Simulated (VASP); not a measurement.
# Ge (P6_3/mmc) in VASP: single point with r2SCAN

Aim: the single point of Ge with r2SCAN.

Program: VASP 6.6.1. These are calculated values, not measurements. Logs are shortened: lines on timing, memory, paths and dates and some standing lists are left out, and cuts for length are marked.

## Step 1: The cell of the first run

It takes space group P6_3/mmc (No. 194, hexagonal). The conventional cell has a = 3.996 Å, b = 3.996 Å, c = 6.602 Å, α = 90.00°, β = 90.00°, γ = 120.00°. Within 3.2 Å of Ge (site symmetry 3m) lie 4 Ge at 2.45 to 2.47 Å.

This isn't the form of Ge at room conditions, which is diamond.

## Step 2: Single point, r2SCAN

POSCAR reads:

```
Ge
1.0
    3.9955114662      0.0000000000      0.0000000000
   -1.9977557331      3.4602144308      0.0000000000
    0.0000000000      0.0000000000      6.6016087445
Ge
4
Direct
    0.3333333333      0.6666666667      0.0629740972
    0.6666666667      0.3333333333      0.5629740972
    0.6666666667      0.3333333333      0.9370259028
    0.3333333333      0.6666666667      0.4370259028
```

INCAR.step1 reads:

```
  PREC = Accurate
  ENCUT = 520
  ISMEAR = 0
  SIGMA = 0.01
  LREAL = False
  LASPH = True
  NELM = 80
  NBANDS = 36
  GGA = PE
  ALGO = Normal
  EDIFF = 1E-4
  LWAVE = True
  LCHARG = False
```

INCAR.step2 reads:

```
  PREC = Accurate
  ENCUT = 520
  EDIFF = 1E-7
  ISMEAR = 0
  SIGMA = 0.01
  LREAL = False
  LASPH = True
  NELM = 80
  ALGO = Normal
  ISIF = 2
  LWAVE = False
  LCHARG = False
  METAGGA = R2SCAN
  LMIXTAU = True
  NBANDS = 36
  ISTART = 1
```

KPOINTS reads:

```
regular mesh
0
Gamma
  10 10 6
```

Potentials or basis: VASP PAW PBE potentials, release 64 (Ge_d).

Launch:

```console
$ cat potpaw_PBE.64/Ge_d/POTCAR > POTCAR
$ cp INCAR.step1 INCAR
$ mpirun -np 1 vasp_std > vasp.out
$ cp INCAR.step2 INCAR
$ mpirun -np 1 vasp_std > vasp.out
```

OUTCAR:

```text
PREC = Accurate
   ENCUT = 520
   EDIFF = 1E-7
   ISMEAR = 0
   LREAL = False
   LASPH = True
   NELM = 80
   ISIF = 2
   METAGGA = R2SCAN
   ISTART = 1

 ion  position               nearest neighbor table
   1  0.333  0.667  0.063-   3 2.45   3 2.45   3 2.45   4 2.47
   2  0.667  0.333  0.563-   4 2.45   4 2.45   4 2.45   3 2.47
   3  0.667  0.333  0.937-   1 2.45   1 2.45   1 2.45   2 2.47
   4  0.333  0.667  0.437-   2 2.45   2 2.45   2 2.45   1 2.47

  LATTYP: Found a hexagonal cell.
 ALAT       =     3.9955114662
 C/A-ratio  =     1.6522562381

  Lattice vectors:

 A1 = (   3.9955114662,   0.0000000000,   0.0000000000)
 A2 = (  -1.9977557331,   3.4602144308,   0.0000000000)
 A3 = (   0.0000000000,   0.0000000000,   6.6016087445)

Analysis of symmetry for initial positions (statically):
=====================================================================
 Subroutine PRICEL returns:
 Original cell was already a primitive cell.

 Routine SETGRP: Setting up the symmetry group for a
 hexagonal supercell.

 Subroutine GETGRP returns: Found 24 space group operations
 (whereof 12 operations were pure point group operations)
 out of a pool of 24 trial point group operations.

The static configuration has the point symmetry D_3d.
 The point group associated with its full space group is D_6h.

Analysis of symmetry for dynamics (positions and initial velocities):
=====================================================================
 Subroutine PRICEL returns:
 Original cell was already a primitive cell.

 Routine SETGRP: Setting up the symmetry group for a
 hexagonal supercell.

 Subroutine GETGRP returns: Found 24 space group operations
 (whereof 12 operations were pure point group operations)
 out of a pool of 24 trial point group operations.

The dynamic configuration has the point symmetry D_3d.
 The point group associated with its full space group is D_6h.

 Subroutine INISYM returns: Found 24 space group operations
 (whereof 12 operations are pure point group operations),
 and found     1 'primitive' translations

----------------------------------------------------------------------------------------

                                     Primitive cell

  volume of cell :      91.2694

  direct lattice vectors                    reciprocal lattice vectors
     3.995511466  0.000000000  0.000000000     0.250280849  0.144499715  0.000000000
    -1.997755733  3.460214431  0.000000000     0.000000000  0.288999431  0.000000000
     0.000000000  0.000000000  6.601608745     0.000000000  0.000000000  0.151478229

  length of vectors
     3.995511466  3.995511466  6.601608745     0.288999431  0.288999431  0.151478229

  position of ions in fractional coordinates (direct lattice)
     0.333333333  0.666666667  0.062974097
     0.666666667  0.333333333  0.562974097
     0.666666667  0.333333333  0.937025903
     0.333333333  0.666666667  0.437025903

  ion indices of the primitive-cell ions
   primitive index   ion index
                 1           1
                 2           2
                 3           3
                 4           4

----------------------------------------------------------------------------------------

 KPOINTS: regular mesh

Automatic generation of k-mesh.
 Grid dimensions read from file:
 generate k-points for:   10   10    6

 Generating k-lattice:

  Cartesian coordinates                     Fractional coordinates (reciprocal lattice)
     0.025028085  0.014449972  0.000000000     0.100000000  0.000000000  0.000000000
     0.000000000  0.028899943  0.000000000     0.000000000  0.100000000  0.000000000
     0.000000000  0.000000000  0.025246371     0.000000000  0.000000000  0.166666667

  Length of vectors
     0.028899943  0.028899943  0.025246371

  Shift w.r.t. Gamma in fractional coordinates (k-lattice)
     0.000000000  0.000000000  0.000000000

 Subroutine IBZKPT returns following result:
 ===========================================

 Found     56 irreducible k-points:

 Following reciprocal coordinates:
            Coordinates               Weight
  0.000000  0.000000  0.000000      1.000000
  0.100000  0.000000  0.000000      6.000000
  0.200000  0.000000  0.000000      6.000000
  0.300000  0.000000  0.000000      6.000000
  0.400000  0.000000  0.000000      6.000000
  0.500000  0.000000  0.000000      3.000000
[... 16 lines left out ...]
  0.300000  0.100000  0.166667     24.000000
  0.400000  0.100000  0.166667     24.000000
 [... further k-points ...]
   k-points           NKPTS =     56   k-points in BZ     NKDIM =     56   number of bands    NBANDS=     36
   number of dos      NEDOS =    301   number of ions     NIONS =      4
   total plane-waves  NPLWV =  45000
   dimension x,y,z NGX =    30 NGY =   30 NGZ =   50
   dimension x,y,z NGXF=    60 NGYF=   60 NGZF=  100
   ions per type =               4
   NGX,Y,Z   is equivalent  to a cutoff of  12.48, 12.48, 12.59 a.u.
   NGXF,Y,Z  is equivalent  to a cutoff of  24.96, 24.96, 25.18 a.u.
 SYSTEM =  unknown system
   PREC   = accura    normal or accurate (medium, high low for compatibility)
   ISTART =      1    job   : 0-new  1-cont  2-samecut
   ICHARG =      0    charge: 1-file 2-atom 10-const
   ISPIN  =      1    spin polarized calculation?
   LNONCOLLINEAR =      F non collinear calculations
   LSORBIT =      F    spin-orbit coupling
   LASPH  =      T    aspherical Exc in radial PAW
   ENCUT  =  520.0 eV  38.22 Ry    6.18 a.u.   7.43  7.43 12.27*2*pi/ulx,y,z
   NELM   =     80;   NELMIN=  2; NELMDL=  0     # of ELM steps
   EDIFF  = 0.1E-06   stopping-criterion for ELM
   LREAL  =      F    real-space projection
   EDIFFG = 0.1E-05   stopping-criterion for IOM
   NSW    =      0    number of steps for IOM
   IBRION =     -1    ionic relax: 0-MD 1-quasi-New 2-CG
   NFREE  =      0    steps in history (QN), initial steepest desc. (CG)
   ISIF   =      2    stress and relaxation
   ISYM   =      2    0-nonsym 1-usesym 2-fastsym
   POTIM  = 0.5000    time-step for ionic-motion
   TEBEG  =    0.0;   TEEND  =   0.0 temperature during run
   PSTRESS=    0.0 pullay stress
   NELECT =      56.0000    total number of electrons
   NUPDOWN=      -1.0000    fix difference up-down
   EMIN   =  10.00;   EMAX   =-10.00  energy-range for DOS
   EFERMI =   0.00;   METHOD = LEGACY
   ISMEAR =     0;   SIGMA  =   0.01  broadening in eV -4-tet -1-fermi 0-gaus
   EFERMI_NEDOS =   21; number of points for ismear=-14 and -15
   IALGO  =     38    algorithm
   IMIX   =      4    mixing-type and parameters
     AMIX     =   0.40;   BMIX     =  1.00
     AMIX_MAG =   1.60;   BMIX_MAG =  1.00
  volume/ion in A,a.u.               =      22.82       153.98
  Fermi-wavevector in a.u.,A,eV,Ry     =   1.391113  2.628823 26.329936  1.935196
  Thomas-Fermi vector in A             =   2.514983
   LORBIT       =      0    0 simple, 1 ext, 2 COOP (PROOUT), +10 PAW based schemes
   METAGGA = R2SCAN    functional components
   LHFCALC =     F    Hartree Fock is set to
   AEXX    =    0.0000 exact exchange contribution
   IVDW    =     0    specifies the selected vdW correction
   LEPSILON=     F    determine dielectric tensor
   LRPA    =     F    only Hartree local field effects (RPA)
 non-spin polarized calculation
 Gauss-broadening in eV      SIGMA  =   0.01
  energy-cutoff  :      520.00
  volume of cell :       91.27
 maximum number of plane-waves:      2485
 NGX is ok and might be reduce to    30
   NGX = 15   NGY = 15   NGZ = 25

 number of electron      56.0000055 magnetization

 Free energy of the ion-electron system (eV)
  ---------------------------------------------------
  ext. energy  EPLUGINS =         0.00000000
  ---------------------------------------------------
  free energy    TOTEN  =       -55.41731256 eV

  energy without entropy =      -55.41731256  energy(sigma->0) =      -55.41731256

 E-fermi :   4.9430     XC(G=0): -10.7733

 val. band max:        4.9047490283   @ k =   0.0000   0.0000   0.0000
 cond. band min:       4.9800627101   @ k =   0.0000   0.0000   0.0000
 fundamental gap:      0.0753136817
 Fermi energy:         4.9429705666

 k-point     1 :       0.0000    0.0000    0.0000
  band No.  band energies     occupation
      1     -20.7970      2.00000
      2     -20.7970      2.00000
      3     -20.7571      2.00000
      4     -20.7567      2.00000
      5     -20.7567      2.00000
      6     -20.7443      2.00000
[... 28 lines left out ...]
     35       9.6049      0.00000
     36      11.4865      0.00000

 k-point     2 :       0.1000    0.0000    0.0000
  band No.  band energies     occupation
      1     -20.8037      2.00000
      2     -20.7991      2.00000
      3     -20.7636      2.00000
      4     -20.7603      2.00000
      5     -20.7567      2.00000
      6     -20.7361      2.00000
[... 28 lines left out ...]
     35      10.0684      0.00000
     36      11.6468      0.00000

 k-point     3 :       0.2000    0.0000    0.0000
  band No.  band energies     occupation
      1     -20.8131      2.00000
      2     -20.8029      2.00000
      3     -20.7750      2.00000
      4     -20.7675      2.00000
      5     -20.7546      2.00000
      6     -20.7248      2.00000
[... 28 lines left out ...]
     35      10.7903      0.00000
     36      11.2263      0.00000

 k-point     4 :       0.3000    0.0000    0.0000
  band No.  band energies     occupation
      1     -20.8172      2.00000
      2     -20.8054      2.00000
      3     -20.7863      2.00000
      4     -20.7736      2.00000
      5     -20.7478      2.00000
      6     -20.7171      2.00000
[... 28 lines left out ...]
     35      12.2004      0.00000
     36      12.3066      0.00000

 k-point     5 :       0.4000    0.0000    0.0000
  band No.  band energies     occupation
      1     -20.8152      2.00000
      2     -20.8062      2.00000
      3     -20.7967      2.00000
      4     -20.7773      2.00000
      5     -20.7371      2.00000
      6     -20.7131      2.00000
[... 655 lines left out ...]
 k-point    22 :       0.2000    0.1000    0.1667
  band No.  band energies     occupation
      1     -20.8123      2.00000
      2     -20.8061      2.00000
      3     -20.7788      2.00000
      4     -20.7781      2.00000
      5     -20.7504      2.00000
      6     -20.7202      2.00000
[... 28 lines left out ...]
     35      11.4111      0.00000
     36      12.0076      0.00000

 k-point    23 :       0.3000    0.1000    0.1667
  band No.  band energies     occupation
      1     -20.8133      2.00000
      2     -20.8081      2.00000
      3     -20.7890      2.00000
      4     -20.7842      2.00000
      5     -20.7383      2.00000
      6     -20.7093      2.00000
[... 28 lines left out ...]
     35      12.0209      0.00000
     36      12.3862      0.00000

 k-point    24 :       0.4000    0.1000    0.1667
  band No.  band energies     occupation
      1     -20.8106      2.00000
      2     -20.8079      2.00000
      3     -20.7981      2.00000
      4     -20.7871      2.00000
      5     -20.7255      2.00000
      6     -20.7014      2.00000
[... 28 lines left out ...]
     35      13.4108      0.00000
     36      13.7246      0.00000

 [... further k-points ...]
[... 5 lines left out ...]
  --------------------------------------------------------------------------------------
  -------------------------------------------------------------------------------------
  Total        0.0307573      0.0307573      0.0554873      0.0000000      0.0000000      0.0000000
  in kB        0.5399250      0.5399250      0.9740447      0.0000000      0.0000000      0.0000000
  external PRESSURE =       0.6846316 kB  Pullay stress =       0.0000000 kB

 VOLUME and BASIS-vectors are now :
 -----------------------------------------------------------------------------
  energy-cutoff  :      520.00
  volume of cell :       91.27
      direct lattice vectors                 reciprocal lattice vectors
     3.995511466  0.000000000  0.000000000     0.250280849  0.144499715  0.000000000
    -1.997755733  3.460214431  0.000000000     0.000000000  0.288999431  0.000000000
     0.000000000  0.000000000  6.601608745     0.000000000  0.000000000  0.151478229

 POSITION                                       TOTAL-FORCE (eV/Angst)
 -----------------------------------------------------------------------------------
     -0.00000      2.30681      0.41573         0.000000      0.000000      0.004146
      1.99776      1.15340      3.71653        -0.000000     -0.000000      0.004146
      1.99776      1.15340      6.18588        -0.000000     -0.000000     -0.004146
     -0.00000      2.30681      2.88507         0.000000      0.000000     -0.004146
 -----------------------------------------------------------------------------------
    total drift:                               -0.000000      0.000000     -0.000000

  FREE ENERGIE OF THE ION-ELECTRON SYSTEM (eV)
  ---------------------------------------------------
  free  energy   TOTEN  =       -55.4173125563 eV

  energy  without entropy=      -55.4173125563  energy(sigma->0) =      -55.41731256
```

Run time: 11 min. Hardware: 1 thread of Intel Xeon Platinum 8259CL at 2.50GHz (Skylake/Cascade Lake), shared host; peak memory 0.29 GiB.

What came out:

| Property | Result |
| --- | --- |
| Free energy | -55.4173 eV |
| Pressure | 0.1 GPa |
| Largest force | 0.004 eV/Å |
| Band gap on the k mesh | 0.08 eV |

Forces on the atoms (eV/Å):
```
Ge   0.000  0.000  0.004
Ge   0.000  0.000  0.004
Ge   0.000  0.000 -0.004
Ge   0.000  0.000 -0.004
```

Caveat: the PAW data sets were made with another functional, which shifts forces and pressure a little. A k mesh can miss the band edges.
